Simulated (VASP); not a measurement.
# ZnO (P6_3/mmc) in VASP: further runs, part 2 of 2

VASP 6.6.1. Earlier steps stand in the parts before.

**4. Single point, LDA**

This run uses another cell than the first one, of 11.32 Å³/atom, 1.040 times its volume.

INCAR

```
SYSTEM = ZnO
PREC = Accurate
ENCUT = 520
EDIFF = 1E-6
ISMEAR = 0
SIGMA = 0.01
LREAL = .False.
LASPH = .True.
NELM = 60
ALGO = Normal
ISIF = 2
LWAVE = .False.
LCHARG = .False.
NBANDS = 26
```

KPOINTS

```
Automatic mesh
0
Gamma
  12 12 6
  0 0 0
```

POSCAR

```
ZnO
1.0
    3.4165335104      0.0000000000      0.0000000000
   -1.7082667552      2.9588048129      0.0000000000
    0.0000000000      0.0000000000      4.4775675786
Zn O
2 2
Direct
    0.3333333333      0.6666666667      0.2500000000
    0.6666666667      0.3333333333      0.7500000000
    0.6666666667      0.3333333333      0.2500000000
    0.3333333333      0.6666666667      0.7500000000
```

Potentials or basis: VASP PAW LDA potentials, release 64 (Zn, O).

The run is started by

```sh
> cat potpaw_LDA.64/Zn/POTCAR potpaw_LDA.64/O/POTCAR > POTCAR
> mpirun -np 1 vasp_std > vasp.out
```

OUTCAR:

```text
SYSTEM = ZnO
   PREC = Accurate
   ENCUT = 520
   EDIFF = 1E-6
   ISMEAR = 0
   LREAL = .False.
   LASPH = .True.
   NELM = 60
   ISIF = 2

 ion  position               nearest neighbor table
   1  0.333  0.667  0.250-   3 1.97   3 1.97   3 1.97   4 2.24   4 2.24   2 2.98   2 2.98   2 2.98
                             2 2.98   2 2.98   2 2.98
   2  0.667  0.333  0.750-   4 1.97   4 1.97   4 1.97   3 2.24   3 2.24   1 2.98   1 2.98   1 2.98
                             1 2.98   1 2.98   1 2.98
   3  0.667  0.333  0.250-   1 1.97   1 1.97   1 1.97   2 2.24   2 2.24
   4  0.333  0.667  0.750-   2 1.97   2 1.97   2 1.97   1 2.24   1 2.24

  LATTYP: Found a hexagonal cell.
 ALAT       =     3.4165335104
 C/A-ratio  =     1.3105586598

  Lattice vectors:

 A1 = (   3.4165335104,   0.0000000000,   0.0000000000)
 A2 = (  -1.7082667552,   2.9588048129,   0.0000000000)
 A3 = (   0.0000000000,   0.0000000000,   4.4775675786)

Analysis of symmetry for initial positions (statically):
=====================================================================
 Subroutine PRICEL returns:
 Original cell was already a primitive cell.

 Routine SETGRP: Setting up the symmetry group for a
 hexagonal supercell.

 Subroutine GETGRP returns: Found 24 space group operations
 (whereof 12 operations were pure point group operations)
 out of a pool of 24 trial point group operations.

The static configuration has the point symmetry D_3d.
 The point group associated with its full space group is D_6h.

Analysis of symmetry for dynamics (positions and initial velocities):
=====================================================================
 Subroutine PRICEL returns:
 Original cell was already a primitive cell.

 Routine SETGRP: Setting up the symmetry group for a
 hexagonal supercell.

 Subroutine GETGRP returns: Found 24 space group operations
 (whereof 12 operations were pure point group operations)
 out of a pool of 24 trial point group operations.

The dynamic configuration has the point symmetry D_3d.
 The point group associated with its full space group is D_6h.

 Subroutine INISYM returns: Found 24 space group operations
 (whereof 12 operations are pure point group operations),
 and found     1 'primitive' translations

----------------------------------------------------------------------------------------

                                     Primitive cell

  volume of cell :      45.2631

  direct lattice vectors                    reciprocal lattice vectors
     3.416533510  0.000000000  0.000000000     0.292694334  0.168987152  0.000000000
    -1.708266755  2.958804813  0.000000000     0.000000000  0.337974305  0.000000000
     0.000000000  0.000000000  4.477567579     0.000000000  0.000000000  0.223335546

  length of vectors
     3.416533510  3.416533510  4.477567579     0.337974305  0.337974305  0.223335546

  position of ions in fractional coordinates (direct lattice)
     0.333333333  0.666666667  0.250000000
     0.666666667  0.333333333  0.750000000
     0.666666667  0.333333333  0.250000000
     0.333333333  0.666666667  0.750000000

  ion indices of the primitive-cell ions
   primitive index   ion index
                 1           1
                 2           2
                 3           3
                 4           4

----------------------------------------------------------------------------------------

 KPOINTS: Automatic mesh

Automatic generation of k-mesh.
 Grid dimensions read from file:
 generate k-points for:   12   12    6

 Generating k-lattice:

  Cartesian coordinates                     Fractional coordinates (reciprocal lattice)
     0.024391194  0.014082263  0.000000000     0.083333333  0.000000000  0.000000000
     0.000000000  0.028164525  0.000000000     0.000000000  0.083333333  0.000000000
     0.000000000  0.000000000  0.037222591     0.000000000  0.000000000  0.166666667

  Length of vectors
     0.028164525  0.028164525  0.037222591

  Shift w.r.t. Gamma in fractional coordinates (k-lattice)
     0.000000000  0.000000000  0.000000000

 Subroutine IBZKPT returns following result:
 ===========================================

 Found     76 irreducible k-points:

 Following reciprocal coordinates:
            Coordinates               Weight
  0.000000  0.000000  0.000000      1.000000
  0.083333  0.000000  0.000000      6.000000
  0.166667  0.000000  0.000000      6.000000
  0.250000  0.000000  0.000000      6.000000
  0.333333  0.000000  0.000000      6.000000
  0.416667  0.000000  0.000000      6.000000
[... 16 lines left out ...]
  0.250000  0.000000  0.166667     12.000000
  0.333333  0.000000  0.166667     12.000000
 [... further k-points ...]
   k-points           NKPTS =     76   k-points in BZ     NKDIM =     76   number of bands    NBANDS=     26
   number of dos      NEDOS =    301   number of ions     NIONS =      4
   total plane-waves  NPLWV =  28224
   dimension x,y,z NGX =    28 NGY =   28 NGZ =   36
   dimension x,y,z NGXF=    56 NGYF=   56 NGZF=   72
   ions per type =               2   2
   NGX,Y,Z   is equivalent  to a cutoff of  13.62, 13.62, 13.37 a.u.
   NGXF,Y,Z  is equivalent  to a cutoff of  27.25, 27.25, 26.73 a.u.
 SYSTEM =  ZnO
   PREC   = accura    normal or accurate (medium, high low for compatibility)
   ISTART =      0    job   : 0-new  1-cont  2-samecut
   ICHARG =      2    charge: 1-file 2-atom 10-const
   ISPIN  =      1    spin polarized calculation?
   LNONCOLLINEAR =      F non collinear calculations
   LSORBIT =      F    spin-orbit coupling
   LASPH  =      T    aspherical Exc in radial PAW
   ENCUT  =  520.0 eV  38.22 Ry    6.18 a.u.   6.35  6.35  8.33*2*pi/ulx,y,z
   NELM   =     60;   NELMIN=  2; NELMDL= -5     # of ELM steps
   EDIFF  = 0.1E-05   stopping-criterion for ELM
   LREAL  =      F    real-space projection
   EDIFFG = 0.1E-04   stopping-criterion for IOM
   NSW    =      0    number of steps for IOM
   IBRION =     -1    ionic relax: 0-MD 1-quasi-New 2-CG
   NFREE  =      0    steps in history (QN), initial steepest desc. (CG)
   ISIF   =      2    stress and relaxation
   ISYM   =      2    0-nonsym 1-usesym 2-fastsym
   POTIM  = 0.5000    time-step for ionic-motion
   TEBEG  =    0.0;   TEEND  =   0.0 temperature during run
   PSTRESS=    0.0 pullay stress
   NELECT =      36.0000    total number of electrons
   NUPDOWN=      -1.0000    fix difference up-down
   EMIN   =  10.00;   EMAX   =-10.00  energy-range for DOS
   EFERMI =   0.00;   METHOD = LEGACY
   ISMEAR =     0;   SIGMA  =   0.01  broadening in eV -4-tet -1-fermi 0-gaus
   EFERMI_NEDOS =   21; number of points for ismear=-14 and -15
   IALGO  =     38    algorithm
   IMIX   =      4    mixing-type and parameters
     AMIX     =   0.40;   BMIX     =  1.00
     AMIX_MAG =   1.60;   BMIX_MAG =  1.00
  volume/ion in A,a.u.               =      11.32        76.36
  Fermi-wavevector in a.u.,A,eV,Ry     =   1.516798  2.866332 31.302581  2.300675
  Thomas-Fermi vector in A             =   2.626139
   LORBIT       =      0    0 simple, 1 ext, 2 COOP (PROOUT), +10 PAW based schemes
   GGA     = CA    functional components
   LHFCALC =     F    Hartree Fock is set to
   AEXX    =    0.0000 exact exchange contribution
   IVDW    =     0    specifies the selected vdW correction
   LEPSILON=     F    determine dielectric tensor
   LRPA    =     F    only Hartree local field effects (RPA)
 non-spin polarized calculation
 Gauss-broadening in eV      SIGMA  =   0.01
  energy-cutoff  :      520.00
  volume of cell :       45.26
 maximum number of plane-waves:      1237
 NGX is ok and might be reduce to    28
   NGX = 13   NGY = 13   NGZ = 17

 number of electron      36.0000018 magnetization

 Free energy of the ion-electron system (eV)
  ---------------------------------------------------
  ext. energy  EPLUGINS =         0.00000000
  ---------------------------------------------------
  free energy    TOTEN  =       -20.88754146 eV

  energy without entropy =      -20.88754146  energy(sigma->0) =      -20.88754146

 E-fermi :   1.2573     XC(G=0): -11.7555

 val. band max:        1.1874824578   @ k =   0.3333   0.3333   0.5000
 cond. band min:       2.1341622675   @ k =   0.0000   0.0000   0.0000
 fundamental gap:      0.9466798097
 Fermi energy:         1.2573002386

 k-point     1 :       0.0000    0.0000    0.0000
  band No.  band energies     occupation
      1     -16.6988      2.00000
      2     -15.4296      2.00000
      3      -4.6981      2.00000
      4      -4.6981      2.00000
      5      -4.5779      2.00000
      6      -4.5779      2.00000
[... 685 lines left out ...]
     25      14.0348      0.00000
     26      15.4998      0.00000

 [... further k-points ...]
[... 5 lines left out ...]
  --------------------------------------------------------------------------------------
  -------------------------------------------------------------------------------------
  Total       -1.5607531     -1.5607531     -1.2211319      0.0000000     -0.0000000      0.0000000
  in kB      -55.2459738    -55.2459738    -43.2244034      0.0000000     -0.0000000      0.0000000
  external PRESSURE =     -51.2387837 kB  Pullay stress =       0.0000000 kB

 VOLUME and BASIS-vectors are now :
 -----------------------------------------------------------------------------
  energy-cutoff  :      520.00
  volume of cell :       45.26
      direct lattice vectors                 reciprocal lattice vectors
     3.416533510  0.000000000  0.000000000     0.292694334  0.168987152  0.000000000
    -1.708266755  2.958804813  0.000000000     0.000000000  0.337974305  0.000000000
     0.000000000  0.000000000  4.477567579     0.000000000  0.000000000  0.223335546

 POSITION                                       TOTAL-FORCE (eV/Angst)
 -----------------------------------------------------------------------------------
     -0.00000      1.97254      1.11939         0.000000      0.000000      0.000000
      1.70827      0.98627      3.35818         0.000000     -0.000000     -0.000000
      1.70827      0.98627      1.11939        -0.000000      0.000000     -0.000000
     -0.00000      1.97254      3.35818         0.000000     -0.000000     -0.000000
 -----------------------------------------------------------------------------------
    total drift:                                0.000000     -0.000000      0.000000

  FREE ENERGIE OF THE ION-ELECTRON SYSTEM (eV)
  ---------------------------------------------------
  free  energy   TOTEN  =       -20.8875414638 eV

  energy  without entropy=      -20.8875414638  energy(sigma->0) =      -20.88754146
```

stdout:

```text
POSCAR found type information on POSCAR ZnO
 POSCAR found :  2 types and       4 ions
 scaLAPACK will be used
 LDA part: xc-table for (Slater(with rela. corr.)+CA(PZ))
 , standard interpolation
 POSCAR, INCAR and KPOINTS ok, starting setup
 FFT: planning ... GRIDC
 FFT: planning ... GRID_SOFT
 FFT: planning ... GRID
 WAVECAR not read
 entering main loop
```

It took 36 s on 1 thread of Intel Xeon 6975P-C (Granite Rapids), shared host; peak memory 0.19 GiB.

Results:

| Property | Result |
| --- | --- |
| Free energy | -20.8875 eV |
| Pressure | -5.1 GPa |
| Band gap on the k mesh | 0.95 eV, indirect (least direct gap 1.02 eV) |

Stress tensor (GPa, compression positive):
```
-5.52  0.00  0.00
 0.00 -5.52  0.00
 0.00  0.00 -4.32
```

Levels at points of the mesh, in eV from the valence-band top:
| k point | band 14 | band 15 | band 16 | band 17 | band 18 | band 19 | band 20 | band 21 | band 22 | band 23 |
| --- | --- | --- | --- | --- | --- | --- | --- | --- | --- | --- |
| (0.00, 0.00, 0.00) | -0.92 | -0.83 | -0.83 | -0.07 | -0.07 | 0.95 | 4.76 | 9.81 | 11.26 | 11.26 |
| (0.50, 0.00, 0.00) | -3.29 | -2.70 | -2.55 | -1.50 | -1.33 | 5.81 | 6.31 | 7.75 | 9.43 | 11.61 |
| (0.00, 0.00, 0.50) | -2.26 | -0.39 | -0.39 | -0.39 | -0.39 | 4.29 | 4.29 | 11.28 | 11.28 | 11.40 |
| (0.50, 0.00, 0.50) | -3.61 | -1.90 | -1.90 | -0.36 | -0.36 | 6.01 | 6.01 | 8.68 | 8.68 | 10.91 |

**5. The runs side by side**

| level | potentials or basis | cell | smearing | gap on the mesh (eV) | pressure (GPa) |
| --- | --- | --- | --- | --- | --- |
| LDA | VASP PAW LDA potentials, release 64 (Zn, O) | a = 3.368, b = 3.368, c = 4.428 Å, angles 90.0, 90.0, 120.0°, 4 atoms | fermi-dirac 0.02 eV | 1.07 | 1.4 |
| PBE | VASP PAW PBE potentials, release 64 (Zn, O) | a = 3.417, b = 3.417, c = 4.478 Å, angles 90.0, 90.0, 120.0°, 4 atoms | fermi-dirac 0.02 eV | 1.00 | 7.6 |
| LDA | VASP PAW LDA potentials, release 64 (Zn, O) | a = 3.417, b = 3.417, c = 4.478 Å, angles 90.0, 90.0, 120.0°, 4 atoms | gaussian 0.01 eV | 0.95 | -5.1 |

Alike in all rows: task single point; no spin polarisation; k mesh 12 × 12 × 6; cutoff (eV) 520.

Absolute energies hang on the potentials; compare differences alone.
